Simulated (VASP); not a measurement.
# GaSbH2: single point with PBE

System: GaSbH2, a wire with vacuum.

```
Ga Sb H
1.0
    18.40000    0.00000    0.00000
     0.00000   19.00000    0.00000
     0.00000    0.00000    4.39385
Ga Sb H
5 5 10
Direct
  0.55970 0.54301 0.00000
  0.44030 0.70653 0.50000
  0.44030 0.37949 0.50000
  0.67910 0.37949 0.50000
  0.32090 0.54301 0.00000
  0.55970 0.62477 0.50000
  0.55970 0.29772 0.50000
  0.67910 0.46125 0.00000
  0.44030 0.46125 0.00000
  0.32090 0.62477 0.50000
  0.63558 0.67673 0.50000
  0.55970 0.24576 0.18224
  0.55970 0.24576 0.81776
  0.44030 0.75424 0.79175
  0.44030 0.75424 0.20825
  0.37063 0.33178 0.50000
  0.75498 0.51321 0.00000
  0.74877 0.33178 0.50000
  0.25123 0.49530 0.00000
  0.24502 0.67673 0.50000
```

* Program: VASP 6.6.1
* Task: single point
* Functional: PBE
* Potentials or basis: VASP PAW PBE potentials, release 64 (Ga_d, Sb, H)
* Cutoff: 520 eV
* k mesh: 1 × 1 × 12
* Occupations: gaussian, width 0.05 eV
* Spin: no spin polarisation
* Dipole correction: no
* Further INCAR settings: LREAL = Auto; ALGO = Normal; EDIFF = 1e-07; NBANDS = 66

The largest force is 1.187 eV/Å. The band gap on the k mesh is 0.51 eV.

Forces on the atoms (eV/Å):
```
Ga   0.213  0.209  0.000
Ga  -0.266  1.094  0.000
Ga  -0.503  0.094  0.000
Ga   0.794 -0.086  0.000
Ga  -0.725  0.163  0.000
Sb  -0.640 -0.383  0.000
Sb  -0.132  1.180  0.000
Sb  -0.856 -0.299  0.000
Sb   0.484  0.074  0.000
Sb   0.991 -0.436  0.000
H    0.146  0.035  0.000
H    0.089 -0.358  0.083
H    0.089 -0.358 -0.083
H    0.081 -0.304  0.064
H    0.081 -0.304 -0.064
H    0.045 -0.052  0.000
H    0.146 -0.055  0.000
H   -0.009 -0.066  0.000
H    0.055 -0.170  0.000
H   -0.081  0.022  0.000
```

Levels at points of the mesh, in eV from the valence-band top:
| k point | band 46 | band 47 | band 48 | band 49 | band 50 | band 51 | band 52 | band 53 | band 54 | band 55 |
| --- | --- | --- | --- | --- | --- | --- | --- | --- | --- | --- |
| (0.00, 0.00, 0.00) | -1.27 | -1.18 | -0.99 | -0.79 | 0.00 | 0.51 | 1.01 | 1.32 | 1.37 | 1.85 |
| (0.00, 0.00, 0.50) | -2.34 | -1.99 | -1.89 | -1.71 | -1.20 | 0.99 | 1.84 | 1.86 | 2.00 | 2.26 |

Run time: 31 min on 1 thread of Intel(R) Xeon(R) Platinum 8488C (Sapphire Rapids) (shared host), peak memory 1.6 GiB.

Caveat: semilocal functionals underestimate gaps, and a narrow one can read as zero; spin-orbit coupling is left out, which moves the levels of the heavy elements.
